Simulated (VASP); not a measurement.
# HfSiO4 in VASP: single point with PBE

Aim: the single point of HfSiO4 with PBE.

Program: VASP 6.6.1. These are calculated values, not measurements. Logs are shortened: lines on timing, memory, paths and dates and some standing lists are left out, and cuts for length are marked.

### Step 1. The cell of the first run

The typed cell holds 36 atoms: a = 6.645 Å, b = 6.645 Å, c = 10.173 Å, α = 109.06°, β = 109.06°, γ = 90.00°.

### Step 2. Single point, PBE

The input, INCAR:

```
  PREC = Accurate
  ENCUT = 520
  EDIFF = 1E-6
  ISMEAR = 0
  SIGMA = 0.02
  LREAL = Auto
  LASPH = T
  NELM = 60
  ALGO = Normal
  ISIF = 2
  LWAVE = F
  LCHARG = F
  GGA = PE
  NBANDS = 138
```

The input, KPOINTS:

```
Automatic mesh
0
Gamma
  2 2 2
```

The input, POSCAR:

```
HfSiO4
1.0
    0.0000000000     -6.6449050372      0.0000000000
    6.6449050372      0.0000000000      0.0000000000
   -3.3224525186      3.3224525186      9.0224219439
Hf Si O
6 6 24
Direct
    0.0000502536     -0.0007056496      0.0001359065
    0.6667075450      0.6659444884      0.3334657509
    0.3333549687      0.3326213101      0.6667986834
    0.5833797214      0.0826211625      0.1667984234
    0.2500313833      0.7492885991      0.5001350528
    0.9167074052      0.4159496575      0.8334696183
    0.0833816110      0.5826304699      0.1668040185
    0.7500352311      0.2492742741      0.5001320217
    0.4166995838      0.9159639447      0.8334660542
    0.1666988320      0.1659547573      0.3334685929
    0.8333766045      0.8326031339      0.6668023412
    0.5000430913      0.4992901004      0.0001333282
    0.6240656539      0.4389618401      0.8795581490
    0.2907473039      0.1056459976      0.2129105368
    0.9573797495      0.7722535101      0.5462151827
    0.0230813570      0.7066488655      0.0462284815
    0.6897270266      0.3732878220      0.3795513961
    0.3563291561      0.0399700636      0.7128822782
    0.0231226753      0.3380292420      0.0462294336
    0.6898082543      0.0046745421      0.3795556871
    0.3564434246      0.6713580428      0.7128970836
    0.9221104324      0.1056836780      0.2128745634
    0.5887725380      0.7723585583      0.5462311486
    0.2554436093      0.4390292484      0.8795603704
    0.5603196877      0.3752813812      0.1207171885
    0.2269400456      0.0419358988      0.4540441790
    0.8936638432      0.7085935167      0.7873839545
    0.9593455170      0.6429061428      0.2873707327
    0.6260012265      0.3095464942      0.6207023800
    0.2927027086      0.9762551202      0.9540576569
    0.3279758140      0.6429311211      0.2873853445
    0.9946246772      0.3095982088      0.6207169601
    0.6613050896      0.9762909166      0.9540300300
    0.2269780310      0.4105558636      0.4540425569
    0.8937019717      0.0772040206      0.7873750649
    0.5603469662      0.7438928760      0.1207007375
```

Potentials or basis: VASP PAW PBE potentials, release 64 (Hf_pv, Si, O).

Started as:

```sh
$ cat potpaw_PBE.64/Hf_pv/POTCAR potpaw_PBE.64/Si/POTCAR potpaw_PBE.64/O/POTCAR > POTCAR
$ mpirun -np 1 vasp_std > vasp.out
```

OUTCAR:

```text
PREC = Accurate
   ENCUT = 520
   EDIFF = 1E-6
   ISMEAR = 0
   LREAL = Auto
   LASPH = T
   NELM = 60
   ISIF = 2
   GGA = PE

 ion  position               nearest neighbor table
   1  0.000  0.999  0.000-  30 2.14  19 2.14  16 2.14  33 2.14  22 2.28  35 2.28  27 2.28  14 2.28
                            10 3.01  11 3.01   6 3.65   4 3.65   4 3.65   6 3.65
   2  0.667  0.666  0.333-  20 2.14  28 2.14  31 2.14  17 2.14  25 2.28  15 2.28  23 2.28  36 2.28
                            12 3.01  11 3.01   4 3.65   5 3.65   4 3.65   5 3.65
   3  0.333  0.333  0.667-  32 2.14  21 2.14  18 2.14  29 2.14  24 2.28  26 2.28  34 2.28  13 2.28
                            10 3.01  12 3.01   6 3.65   5 3.65   5 3.65   6 3.65
   4  0.583  0.083  0.167-  36 2.14  22 2.14  14 2.14  25 2.14  30 2.28  17 2.28  20 2.28  33 2.28
                             9 3.01   8 3.01   2 3.65   1 3.65   1 3.65   2 3.65
   5  0.250  0.749  0.500-  34 2.14  15 2.14  26 2.14  23 2.14  18 2.28  31 2.28  28 2.28  21 2.28
                             9 3.01   7 3.01   2 3.65   3 3.65   3 3.65   2 3.65
   6  0.917  0.416  0.833-  27 2.14  13 2.14  24 2.14  35 2.14  32 2.28  19 2.28  16 2.28  29 2.28
                             7 3.01   8 3.01   3 3.65   1 3.65   1 3.65   3 3.65
   7  0.083  0.583  0.167-  16 1.64  28 1.64  31 1.64  19 1.64   5 3.01   6 3.01
   8  0.750  0.249  0.500-  32 1.64  17 1.64  20 1.64  29 1.64   4 3.01   6 3.01
   9  0.417  0.916  0.833-  18 1.64  33 1.64  30 1.64  21 1.64   5 3.01   4 3.01
  10  0.167  0.166  0.333-  14 1.64  26 1.64  34 1.64  22 1.64   3 3.01   1 3.01
  11  0.833  0.833  0.667-  27 1.64  15 1.64  35 1.64  23 1.64   1 3.01   2 3.01
[... 23 lines left out ...]
  35  0.894  0.077  0.787-  11 1.64   6 2.14   1 2.28
  36  0.560  0.744  0.121-  12 1.64   4 2.14   2 2.28

  LATTYP: Found a body centered tetragonal cell.
 ALAT       =     6.6449050372
 C/A-ratio  =     2.7155909357

  Lattice vectors:

 A1 = (  -3.3224525186,  -3.3224525186,  -9.0224219439)
 A2 = (   3.3224525186,   3.3224525186,  -9.0224219439)
 A3 = (   3.3224525186,  -3.3224525186,   9.0224219439)

Analysis of symmetry for initial positions (statically):
=====================================================================
 Subroutine PRICEL returns:
 Original cell was already a primitive cell.

 Routine SETGRP: Setting up the symmetry group for a
 body centered tetragonal supercell.

 Subroutine GETGRP returns: Found  1 space group operations
 (whereof  1 operations were pure point group operations)
 out of a pool of 16 trial point group operations.

The static configuration has the point symmetry C_1 .

Analysis of symmetry for dynamics (positions and initial velocities):
=====================================================================
 Subroutine PRICEL returns:
 Original cell was already a primitive cell.

 Routine SETGRP: Setting up the symmetry group for a
 body centered tetragonal supercell.

[... 169 lines left out ...]
   EFERMI =   0.00;   METHOD = LEGACY
   ISMEAR =     0;   SIGMA  =   0.02  broadening in eV -4-tet -1-fermi 0-gaus
   EFERMI_NEDOS =   21; number of points for ismear=-14 and -15
   IALGO  =     38    algorithm
   IMIX   =      4    mixing-type and parameters
     AMIX     =   0.40;   BMIX     =  1.00
     AMIX_MAG =   1.60;   BMIX_MAG =  1.00
  volume/ion in A,a.u.               =      11.07        74.68
  Fermi-wavevector in a.u.,A,eV,Ry     =   1.359209  2.568532 25.136068  1.847449
  Thomas-Fermi vector in A             =   2.485976
   LORBIT       =      0    0 simple, 1 ext, 2 COOP (PROOUT), +10 PAW based schemes
   GGA     = PE    functional components
   LHFCALC =     F    Hartree Fock is set to
   AEXX    =    0.0000 exact exchange contribution
   IVDW    =     0    specifies the selected vdW correction
   LEPSILON=     F    determine dielectric tensor
   LRPA    =     F    only Hartree local field effects (RPA)
 non-spin polarized calculation
 Gauss-broadening in eV      SIGMA  =   0.02
  energy-cutoff  :      520.00
  volume of cell :      398.38
 maximum number of plane-waves:     10770
 NGX is ok and might be reduce to    50
   NGX = 25   NGY = 25   NGZ = 37

 number of electron     227.9999991 magnetization

 Free energy of the ion-electron system (eV)
  ---------------------------------------------------
  ext. energy  EPLUGINS =         0.00000000
  ---------------------------------------------------
  free energy    TOTEN  =      -325.93666214 eV

  energy without entropy =     -325.93666214  energy(sigma->0) =     -325.93666214

 E-fermi :   3.1599     XC(G=0): -10.9393

 val. band max:        3.0596196451   @ k =   0.0000   0.0000   0.0000
 cond. band min:       8.3239931351   @ k =   0.5000   0.5000   0.5000
 fundamental gap:      5.2643734900
 Fermi energy:         3.1598525596

 k-point     1 :       0.0000    0.0000    0.0000
  band No.  band energies     occupation
      1     -26.4241      2.00000
      2     -26.4241      2.00000
      3     -26.4240      2.00000
      4     -26.4240      2.00000
      5     -26.4156      2.00000
      6     -26.4156      2.00000
[... 1021 lines left out ...]
    125       9.4308      0.00000
    126       9.4308      0.00000
 [bands above 126 left out]

------------------------ aborting loop because EDIFF is reached ----------------------------------------

  FORCE on cell =-STRESS in cart. coord.  units (eV):
  Direction    XX          YY          ZZ          XY          YZ          ZX
  --------------------------------------------------------------------------------------
  -------------------------------------------------------------------------------------
  Total       -4.3585375     -4.3489332     -3.4562670     -0.0045730      0.0000040     -0.0019820
  in kB      -17.5287390    -17.4901137    -13.9000760     -0.0183914      0.0000160     -0.0079712
  external PRESSURE =     -16.3063096 kB  Pullay stress =       0.0000000 kB

 VOLUME and BASIS-vectors are now :
 -----------------------------------------------------------------------------
  energy-cutoff  :      520.00
  volume of cell :      398.38
      direct lattice vectors                 reciprocal lattice vectors
     0.000000000 -6.644905037  0.000000000     0.000000000 -0.150491240  0.055417492
     6.644905037  0.000000000  0.000000000     0.150491240  0.000000000  0.055417492
    -3.322452519  3.322452519  9.022421944     0.000000000  0.000000000  0.110834985

 POSITION                                       TOTAL-FORCE (eV/Angst)
 -----------------------------------------------------------------------------------
      6.63976      0.00012      0.00123        -0.000790      0.000639      0.000572
      3.31721     -3.32228      3.00867        -0.000367     -0.000033      0.001026
     -0.00517      0.00029      6.01614         0.001785     -0.001371     -0.000983
     -0.00517     -3.32232      1.50493        -0.000635     -0.000052     -0.000130
      3.31728      0.00024      4.51243        -0.000041      0.000069     -0.000585
     -0.00522     -3.32227      7.51991        -0.000213     -0.000940      0.000755
[... 28 lines left out ...]
     -2.10300     -3.32255      7.10403         0.128682     -0.002078      0.133438
      4.54208     -3.32243      1.08901         0.129836     -0.001420      0.133794
 -----------------------------------------------------------------------------------
    total drift:                                0.003293      0.012725     -0.000592

  FREE ENERGIE OF THE ION-ELECTRON SYSTEM (eV)
  ---------------------------------------------------
  free  energy   TOTEN  =      -325.9366621351 eV

  energy  without entropy=     -325.9366621351  energy(sigma->0) =     -325.93666214
```

stdout:

```text
POSCAR found type information on POSCAR HfSiO
 POSCAR found :  3 types and      36 ions
 scaLAPACK will be used
 LDA part: xc-table for (Slater+PW92), standard interpolation
 POSCAR, INCAR and KPOINTS ok, starting setup
 FFT: planning ... GRIDC
 FFT: planning ... GRID_SOFT
 FFT: planning ... GRID
 WAVECAR not read
 entering main loop
```

Wall time 34 min (1 thread of Intel Xeon 8259CL, shared host); peak memory 0.64 GiB.

Results:

* Free energy: -325.9367 eV
* Pressure: -1.6 GPa
* Largest force: 0.188 eV/Å
* Band gap on the k mesh: 5.26 eV

Forces in eV/Å, atoms in the order of the input:
```
Hf  -0.001  0.001  0.001
Hf   0.000  0.000  0.001
Hf   0.002 -0.001 -0.001
Hf  -0.001  0.000  0.000
Hf   0.000  0.000 -0.001
Hf   0.000 -0.001  0.001
Si   0.000  0.001 -0.002
Si   0.001  0.001  0.000
Si   0.000  0.001  0.002
Si   0.002  0.000 -0.001
Si   0.001  0.001  0.000
Si   0.000  0.001  0.001
O   -0.002 -0.131 -0.135
O    0.000 -0.127 -0.132
O    0.002 -0.129 -0.133
O    0.131  0.000 -0.132
O    0.129  0.000 -0.133
O    0.130  0.000 -0.136
O   -0.132  0.000 -0.133
O   -0.127  0.002 -0.130
O   -0.127  0.001 -0.130
O   -0.002  0.129 -0.131
O   -0.003  0.128 -0.132
O   -0.001  0.130 -0.133
O   -0.132 -0.001  0.134
O   -0.128  0.000  0.133
O   -0.130  0.003  0.133
O    0.002  0.128  0.134
O    0.003  0.126  0.132
O    0.000  0.130  0.132
O    0.001 -0.127  0.131
O    0.000 -0.127  0.132
O   -0.003 -0.132  0.131
O    0.126 -0.003  0.133
O    0.129 -0.002  0.133
O    0.130 -0.001  0.134
```

Levels at points of the mesh, in eV from the valence-band top:
```csv
k point,band 112,band 113,band 114,band 115,band 116,band 117
"(0.00, 0.00, 0.00)",-0.46,-0.46,0.00,5.60,5.76,5.76
"(0.50, 0.00, 0.00)",-0.36,-0.24,-0.22,5.50,5.56,5.56
"(0.00, 0.50, 0.50)",-0.36,-0.24,-0.22,5.50,5.56,5.56
"(0.50, 0.00, 0.50)",-0.36,-0.24,-0.22,5.50,5.56,5.56
"(0.00, 0.50, 0.00)",-0.36,-0.24,-0.22,5.50,5.56,5.56
"(0.50, 0.50, 0.00)",-0.49,-0.49,-0.49,5.26,5.26,5.26
"(0.50, 0.50, 0.50)",-0.49,-0.49,-0.49,5.26,5.26,5.26
"(0.00, 0.00, 0.50)",-0.33,-0.05,-0.05,5.63,5.63,6.06
```

Caveat: the k points lie up to 0.50 Å⁻¹ apart; spin-orbit coupling is left out, which moves the levels of the heavy elements.
